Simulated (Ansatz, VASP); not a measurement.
One calculation of Ti, two programs

INCAR

```
ALGO = Normal ; EDIFF = 1E-7
ENCUT = 520 ; ISIF = 2
ISMEAR = -1 ; LASPH = T
LCHARG = T ; LELF = T
LREAL = F ; LVHAR = T
LWAVE = F ; NBANDS = 32
NELM = 100 ; PREC = Accurate
SIGMA = 0.1
```

KPOINTS

```
k-points
0
Gamma
  14 14 4
```

Contents of POSCAR:

```
Ti
1.0
    2.8945855970      0.0000000000      0.0000000000
   -1.4472927985      2.5067846604      0.0000000000
    0.0000000000      0.0000000000      9.2760443936
Ti
4
Direct
    0.0000000000      1.0000000000      0.0000000000
    0.0000000000      1.0000000000      0.5000000000
    0.3333333333      0.6666666667      0.2500000000
    0.6666666667      0.3333333333      0.7500000000
```

Input for Ansatz:

```yaml
crystal:
  lattice:
    - [2.894585597, 0.0, 0.0]
    - [-1.4472927985, 2.5067846604, 0.0]
    - [0.0, 0.0, 9.2760443936]
  atoms:
    - { symbol: Ti, position: [0.0, 1.0, 0.0] }
    - { symbol: Ti, position: [0.0, 1.0, 0.5] }
    - { symbol: Ti, position: [0.3333333333, 0.6666666667, 0.25] }
    - { symbol: Ti, position: [0.6666666667, 0.3333333333, 0.75] }
hamiltonian:
  xc: lda
  pseudopotentials:
    kind: paw
    azcp:
      Ti: "pseudopotentials/Ti.paw.azcp"
basis:
  ecutwfc: 420
  fft_grid_basis: typed
kpoints:
  mp_grid: { grid: [14, 14, 4], shift: [0, 0, 0] }
magnetization:
  spin_polarized: false
scf:
  occupations: { method: fermi_dirac, width: 0.1 }
  lower_state_search: "off"
output:
  stress: true
```

Alike in both runs: task single point; functional LDA; k mesh 14 × 14 × 4; occupations fermi-dirac, width 0.1 eV; no spin polarisation.

|  | VASP | Ansatz |
| --- | --- | --- |
| version | VASP 6.6.1 | Ansatz 0.2.0 |
| potentials or method | VASP PAW LDA potentials, release 64 (Ti_sv), cutoff 520 eV | plane waves (420 eV) with PAW, scalar-relativistic |
| valence electrons in the cell | 48 | 48 |

```tsv
	VASP	Ansatz	Ansatz less VASP
pressure (GPa)	-4.6	-4.5	+0.12
traceless stress, the component that is largest in VASP (GPa)	-0.12	-0.13	-0.012
```

Ansatz warns that its potentials were made for another functional, while VASP's fit it. LDA's correlation is that of Perdew and Zunger in VASP and of Perdew and Wang (1992) in Ansatz.
